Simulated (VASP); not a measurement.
# BP (F-43m) in VASP: notebook

BP is run at these levels: LDA; tasks: single point, relaxation of cell and atoms.

Everything below comes from runs of VASP 6.6.1. Logs are shortened: lines on timing, memory, paths and dates and some standing lists are left out, and cuts for length are marked.

### 1 The cell of the first run

Symmetry: F-43m, No. 216, cubic system. Conventional cell: a = 4.350 Å, b = 4.350 Å, c = 4.350 Å, α = 90.00°, β = 90.00°, γ = 90.00°. B (site symmetry -43m) has 4 P at 1.88 Å within 2.5 Å. Within 2.5 Å of P (site symmetry -43m) lie 4 B at 1.88 Å.

### 2 Single point, LDA

INCAR reads:

```
PREC     = Accurate       # precision mode
ENCUT    = 500            # plane-wave cutoff, eV
EDIFF    = 1E-6           # SCF threshold, eV
ISMEAR   = 0              # smearing method
SIGMA    = 0.01           # smearing width, eV
LREAL    = F              # projectors in reciprocal space
LASPH    = T              # aspherical terms in the spheres
NELM     = 120            # most SCF steps
ALGO     = Normal         # electronic algorithm
ISIF     = 2              # what is computed and relaxed
LWAVE    = F              # write WAVECAR
LCHARG   = F              # write CHGCAR
GGA      = CA             # functional
NBANDS   = 11             # bands
GGA_COMPAT= F
```

KPOINTS reads:

```
regular mesh
0
Gamma
  12 12 12
```

POSCAR reads:

```
BP
1.0
    0.0000000000      2.1750191101      2.1750191101
    2.1750191101      0.0000000000      2.1750191101
    2.1750191101      2.1750191101      0.0000000000
B P
1 1
Direct
    0.0000000000      0.0000000000      0.0000000000
    0.7500000000      0.7500000000      0.7500000000
```

Potentials or basis: VASP PAW LDA potentials, release 64 (B, P).

Started as:

```bash
> cat potpaw_LDA.64/B/POTCAR potpaw_LDA.64/P/POTCAR > POTCAR
> mpirun -np 1 vasp_std > vasp.out
```

OUTCAR:

```text
PREC = Accurate
   ENCUT = 500
   EDIFF = 1E-6
   ISMEAR = 0
   LREAL = F
   LASPH = T
   NELM = 120
   ISIF = 2
   GGA = CA

 ion  position               nearest neighbor table
   1  0.000  0.000  0.000-   2 1.88   2 1.88   2 1.88   2 1.88
   2  0.750  0.750  0.750-   1 1.88   1 1.88   1 1.88   1 1.88

  LATTYP: Found a face centered cubic cell.
 ALAT       =     4.3500382202

  Lattice vectors:

 A1 = (   0.0000000000,   2.1750191101,   2.1750191101)
 A2 = (   2.1750191101,   0.0000000000,   2.1750191101)
 A3 = (   2.1750191101,   2.1750191101,   0.0000000000)

Analysis of symmetry for initial positions (statically):
=====================================================================
 Subroutine PRICEL returns:
 Original cell was already a primitive cell.

 Routine SETGRP: Setting up the symmetry group for a
 face centered cubic supercell.

 Subroutine GETGRP returns: Found 24 space group operations
 (whereof 24 operations were pure point group operations)
 out of a pool of 48 trial point group operations.

The static configuration has the point symmetry T_d .

Analysis of symmetry for dynamics (positions and initial velocities):
=====================================================================
 Subroutine PRICEL returns:
 Original cell was already a primitive cell.

 Routine SETGRP: Setting up the symmetry group for a
 face centered cubic supercell.

 Subroutine GETGRP returns: Found 24 space group operations
 (whereof 24 operations were pure point group operations)
 out of a pool of 48 trial point group operations.

The dynamic configuration has the point symmetry T_d .

 Subroutine INISYM returns: Found 24 space group operations
 (whereof 24 operations are pure point group operations),
 and found     1 'primitive' translations

----------------------------------------------------------------------------------------

                                     Primitive cell

  volume of cell :      20.5788

  direct lattice vectors                    reciprocal lattice vectors
     0.000000000  2.175019110  2.175019110    -0.229883038  0.229883038  0.229883038
     2.175019110  0.000000000  2.175019110     0.229883038 -0.229883038  0.229883038
     2.175019110  2.175019110  0.000000000     0.229883038  0.229883038 -0.229883038

  length of vectors
     3.075941524  3.075941524  3.075941524     0.398169101  0.398169101  0.398169101

  position of ions in fractional coordinates (direct lattice)
     0.000000000  0.000000000  0.000000000
     0.750000000  0.750000000  0.750000000

  ion indices of the primitive-cell ions
   primitive index   ion index
                 1           1
                 2           2

----------------------------------------------------------------------------------------

 KPOINTS: regular mesh

Automatic generation of k-mesh.
 Grid dimensions read from file:
 generate k-points for:   12   12   12

 Generating k-lattice:

  Cartesian coordinates                     Fractional coordinates (reciprocal lattice)
    -0.019156920  0.019156920  0.019156920     0.083333333  0.000000000  0.000000000
     0.019156920 -0.019156920  0.019156920     0.000000000  0.083333333  0.000000000
     0.019156920  0.019156920 -0.019156920     0.000000000  0.000000000  0.083333333

  Length of vectors
     0.033180758  0.033180758  0.033180758

  Shift w.r.t. Gamma in fractional coordinates (k-lattice)
     0.000000000  0.000000000  0.000000000

 Subroutine IBZKPT returns following result:
 ===========================================

 Found     72 irreducible k-points:

 Following reciprocal coordinates:
            Coordinates               Weight
  0.000000  0.000000  0.000000      1.000000
  0.083333  0.000000  0.000000      8.000000
  0.166667  0.000000  0.000000      8.000000
  0.250000  0.000000  0.000000      8.000000
  0.333333  0.000000  0.000000      8.000000
  0.416667  0.000000  0.000000      8.000000
[... 16 lines left out ...]
  0.500000  0.166667  0.000000     24.000000
 -0.416667  0.166667  0.000000     24.000000
 [... further k-points ...]
   k-points           NKPTS =     72   k-points in BZ     NKDIM =     72   number of bands    NBANDS=     11
   number of dos      NEDOS =    301   number of ions     NIONS =      2
   total plane-waves  NPLWV =  13824
   dimension x,y,z NGX =    24 NGY =   24 NGZ =   24
   dimension x,y,z NGXF=    48 NGYF=   48 NGZF=   48
   ions per type =               1   1
   NGX,Y,Z   is equivalent  to a cutoff of  12.97, 12.97, 12.97 a.u.
   NGXF,Y,Z  is equivalent  to a cutoff of  25.94, 25.94, 25.94 a.u.
 SYSTEM =  unknown system
   PREC   = accura    normal or accurate (medium, high low for compatibility)
   ISTART =      0    job   : 0-new  1-cont  2-samecut
   ICHARG =      2    charge: 1-file 2-atom 10-const
   ISPIN  =      1    spin polarized calculation?
   LNONCOLLINEAR =      F non collinear calculations
   LSORBIT =      F    spin-orbit coupling
   LASPH  =      T    aspherical Exc in radial PAW
   ENCUT  =  500.0 eV  36.75 Ry    6.06 a.u.   5.61  5.61  5.61*2*pi/ulx,y,z
   NELM   =    120;   NELMIN=  2; NELMDL= -5     # of ELM steps
   EDIFF  = 0.1E-05   stopping-criterion for ELM
   LREAL  =      F    real-space projection
   EDIFFG = 0.1E-04   stopping-criterion for IOM
   NSW    =      0    number of steps for IOM
   IBRION =     -1    ionic relax: 0-MD 1-quasi-New 2-CG
   NFREE  =      0    steps in history (QN), initial steepest desc. (CG)
   ISIF   =      2    stress and relaxation
   ISYM   =      2    0-nonsym 1-usesym 2-fastsym
   POTIM  = 0.5000    time-step for ionic-motion
   TEBEG  =    0.0;   TEEND  =   0.0 temperature during run
   PSTRESS=    0.0 pullay stress
   NELECT =       8.0000    total number of electrons
   NUPDOWN=      -1.0000    fix difference up-down
   EMIN   =  10.00;   EMAX   =-10.00  energy-range for DOS
   EFERMI =   0.00;   METHOD = LEGACY
   ISMEAR =     0;   SIGMA  =   0.01  broadening in eV -4-tet -1-fermi 0-gaus
   EFERMI_NEDOS =   21; number of points for ismear=-14 and -15
   IALGO  =     38    algorithm
   IMIX   =      4    mixing-type and parameters
     AMIX     =   0.40;   BMIX     =  1.00
     AMIX_MAG =   1.60;   BMIX_MAG =  1.00
  volume/ion in A,a.u.               =      10.29        69.44
  Fermi-wavevector in a.u.,A,eV,Ry     =   1.194809  2.257861 19.423243  1.427568
  Thomas-Fermi vector in A             =   2.330790
   LORBIT       =      0    0 simple, 1 ext, 2 COOP (PROOUT), +10 PAW based schemes
   GGA     = CA    functional components
   LHFCALC =     F    Hartree Fock is set to
   AEXX    =    0.0000 exact exchange contribution
   IVDW    =     0    specifies the selected vdW correction
   LEPSILON=     F    determine dielectric tensor
   LRPA    =     F    only Hartree local field effects (RPA)
 non-spin polarized calculation
 Gauss-broadening in eV      SIGMA  =   0.01
  energy-cutoff  :      500.00
  volume of cell :       20.58
 maximum number of plane-waves:       544
   NGX = 11   NGY = 11   NGZ = 11

 number of electron       7.9999999 magnetization

 Free energy of the ion-electron system (eV)
  ---------------------------------------------------
  ext. energy  EPLUGINS =         0.00000000
  ---------------------------------------------------
  free energy    TOTEN  =       -14.28113024 eV

  energy without entropy =      -14.28113024  energy(sigma->0) =      -14.28113024

 E-fermi :   9.1338     XC(G=0): -11.6198

 val. band max:        8.9838279419   @ k =   0.0000   0.0000   0.0000
 cond. band min:      10.0038081324   @ k =   0.4167   0.4167   0.0000
 fundamental gap:      1.0199801905
 Fermi energy:         9.1337571315

 k-point     1 :       0.0000    0.0000    0.0000
  band No.  band energies     occupation
      1      -7.5650      2.00000
      2       8.9838      2.00000
      3       8.9838      2.00000
      4       8.9838      2.00000
      5      12.5954      0.00000
      6      12.5954      0.00000
      7      12.5954      0.00000
      8      18.3573      0.00000
      9      21.2099      0.00000
     10      21.5605      0.00000
     11      21.5605      0.00000

 k-point     2 :       0.0833    0.0000    0.0000
  band No.  band energies     occupation
      1      -7.4266      2.00000
      2       7.9637      2.00000
      3       8.7487      2.00000
      4       8.7487      2.00000
      5      12.9223      0.00000
      6      12.9223      0.00000
      7      13.0246      0.00000
      8      18.6090      0.00000
      9      20.9420      0.00000
     10      20.9420      0.00000
     11      21.6678      0.00000

 k-point     3 :       0.1667    0.0000    0.0000
  band No.  band energies     occupation
      1      -7.0142      2.00000
      2       5.9511      2.00000
      3       8.2578      2.00000
      4       8.2578      2.00000
      5      13.4699      0.00000
      6      13.5779      0.00000
      7      13.5779      0.00000
      8      19.1618      0.00000
      9      20.1885      0.00000
     10      20.1885      0.00000
     11      22.5916      0.00000

 k-point     4 :       0.2500    0.0000    0.0000
  band No.  band energies     occupation
      1      -6.3378      2.00000
      2       3.7717      2.00000
      3       7.7718      2.00000
      4       7.7718      2.00000
      5      13.6101      0.00000
      6      14.0115      0.00000
      7      14.0115      0.00000
      8      19.5758      0.00000
      9      20.2505      0.00000
     10      20.2505      0.00000
     11      23.0435      0.00000
[... 239 lines left out ...]
 k-point    22 :       0.4167    0.1667    0.0000
  band No.  band energies     occupation
      1      -4.6115      2.00000
      2       1.4208      2.00000
      3       5.6811      2.00000
      4       6.0519      2.00000
      5      12.1163      0.00000
      6      15.9557      0.00000
      7      16.1534      0.00000
      8      16.9145      0.00000
      9      22.6790      0.00000
     10      24.4166      0.00000
     11      25.6386      0.00000

 k-point    23 :       0.5000    0.1667    0.0000
  band No.  band energies     occupation
      1      -3.6056      2.00000
      2      -0.1105      2.00000
      3       5.1401      2.00000
      4       6.1458      2.00000
      5      12.2509      0.00000
      6      15.7329      0.00000
      7      16.0451      0.00000
      8      18.5460      0.00000
      9      22.2301      0.00000
     10      24.4499      0.00000
     11      26.1074      0.00000

 k-point    24 :      -0.4167    0.1667    0.0000
  band No.  band energies     occupation
      1      -3.3768      2.00000
      2      -0.4103      2.00000
      3       4.7676      2.00000
      4       6.4465      2.00000
      5      12.5548      0.00000
      6      15.3617      0.00000
      7      16.0032      0.00000
      8      20.1491      0.00000
      9      21.6714      0.00000
     10      22.4103      0.00000
     11      26.0221      0.00000

 [... further k-points ...]
[... 5 lines left out ...]
  --------------------------------------------------------------------------------------
  -------------------------------------------------------------------------------------
  Total        2.5443035      2.5443035      2.5443035      0.0000000      0.0000000      0.0000000
  in kB      198.0889630    198.0889630    198.0889630      0.0000000      0.0000000      0.0000000
  external PRESSURE =     198.0889630 kB  Pullay stress =       0.0000000 kB

 VOLUME and BASIS-vectors are now :
 -----------------------------------------------------------------------------
  energy-cutoff  :      500.00
  volume of cell :       20.58
      direct lattice vectors                 reciprocal lattice vectors
     0.000000000  2.175019110  2.175019110    -0.229883038  0.229883038  0.229883038
     2.175019110  0.000000000  2.175019110     0.229883038 -0.229883038  0.229883038
     2.175019110  2.175019110  0.000000000     0.229883038  0.229883038 -0.229883038

 POSITION                                       TOTAL-FORCE (eV/Angst)
 -----------------------------------------------------------------------------------
      0.00000      0.00000      0.00000        -0.000000     -0.000000     -0.000000
      3.26253      3.26253      3.26253         0.000000      0.000000      0.000000
 -----------------------------------------------------------------------------------
    total drift:                               -0.000000     -0.000000     -0.000000

  FREE ENERGIE OF THE ION-ELECTRON SYSTEM (eV)
  ---------------------------------------------------
  free  energy   TOTEN  =       -14.2811302353 eV

  energy  without entropy=      -14.2811302353  energy(sigma->0) =      -14.28113024
```

Run time: 4.9 s. Hardware: 1 thread of Intel Xeon Platinum 8559C (Emerald Rapids), shared host; peak memory 0.13 GiB.

Results:

```
Free energy            : -14.2811 eV
Pressure               : 19.8 GPa
Band gap on the k mesh : 1.02 eV, indirect (least direct gap 3.61 eV)
```

Levels at points of the mesh, in eV from the valence-band top:
| k point | band 1 | band 2 | band 3 | band 4 | band 5 | band 6 | band 7 | band 8 |
| --- | --- | --- | --- | --- | --- | --- | --- | --- |
| (0.00, 0.00, 0.00) | -16.55 | 0.00 | 0.00 | 0.00 | 3.61 | 3.61 | 3.61 | 9.37 |
| (0.50, 0.00, 0.00) | -12.71 | -9.95 | -1.89 | -1.89 | 4.58 | 4.77 | 4.77 | 10.38 |
| (0.50, 0.50, 0.00) | -11.04 | -9.14 | -4.56 | -4.56 | 1.06 | 1.46 | 13.22 | 13.22 |

A k mesh can miss the band edges. LDA gaps usually lie below the measured ones, often by a third to a half.

### 3 Relaxation of cell and atoms, LDA, target pressure 20 GPa, at which the enthalpy is minimised

INCAR reads:

```
PREC     = Accurate       # precision mode
ENCUT    = 500            # plane-wave cutoff, eV
EDIFF    = 1E-7           # SCF threshold, eV
ISMEAR   = 0              # smearing method
SIGMA    = 0.01           # smearing width, eV
LREAL    = False          # projectors in reciprocal space
LASPH    = True           # aspherical terms in the spheres
NELM     = 120            # most SCF steps
ALGO     = Normal         # electronic algorithm
ISIF     = 3              # what is computed and relaxed
LWAVE    = False          # write WAVECAR
LCHARG   = False          # write CHGCAR
IBRION   = 2              # ionic algorithm
NSW      = 80             # ionic steps
EDIFFG   = -0.001         # ionic threshold
PSTRESS  = 200.0        
GGA_COMPAT= False        
NELMIN   = 4
```

KPOINTS is that of step 2.

POSCAR is that of step 2.

Potentials or basis: VASP PAW LDA potentials, release 64 (B, P).

Started as:

```bash
> cat potpaw_LDA.64/B/POTCAR potpaw_LDA.64/P/POTCAR > POTCAR
> mpirun -np 1 vasp_std > vasp.out
```

It took 7 s on 1 thread of Intel Xeon Platinum 8559C (Emerald Rapids), shared host; peak memory 0.12 GiB.

Results (log left out):

- Free energy: -14.2792 eV
- Relaxed volume: 10.28 Å³/atom
- Relaxed cell: a = 3.075 Å, b = 3.075 Å, c = 3.075 Å, α = 60.00°, β = 60.00°, γ = 60.00°
- Space group after relaxing (to 0.05 Å): F-43m (No. 216)
- Energy change on relaxing (the enthalpy is what falls): +1.0 meV/atom
- Ionic steps: 3
- Pressure after relaxing: 20.0 GPa
- Band gap on the k mesh: 1.02 eV, indirect (least direct gap 3.61 eV)

Step by step:
```
step  energy change (eV)  largest force (eV/Å)  pressure (GPa)  volume (Å³)
   1              0.0000                0.0000           19.81        20.58
   2              0.0045                0.0000           20.25        20.54
   3              0.0019                0.0000           20.00        20.56
```

Final structure:
```cif
data_structure
_symmetry_space_group_name_H-M 'P 1'
_symmetry_Int_Tables_number 1
_cell_length_a 3.0752
_cell_length_b 3.0752
_cell_length_c 3.0752
_cell_angle_alpha 60.000
_cell_angle_beta 60.000
_cell_angle_gamma 60.000
_cell_volume 20.56
loop_
_atom_site_label
_atom_site_type_symbol
_atom_site_fract_x
_atom_site_fract_y
_atom_site_fract_z
_atom_site_occupancy
B1 B 0.00000 0.00000 0.00000 1
P1 P 0.75000 0.75000 0.75000 1
```

Levels at points of the mesh, in eV from the valence-band top:
```csv
k point,band 1,band 2,band 3,band 4,band 5,band 6,band 7,band 8
"(0.00, 0.00, 0.00)",-16.56,0.00,0.00,0.00,3.61,3.61,3.61,9.39
"(0.50, 0.00, 0.00)",-12.71,-9.95,-1.89,-1.89,4.59,4.78,4.78,10.39
"(0.50, 0.50, 0.00)",-11.04,-9.15,-4.56,-4.56,1.06,1.46,13.23,13.23
```

Caveat: the cell is relaxed towards a set pressure, so the enthalpy falls and the energy may rise.
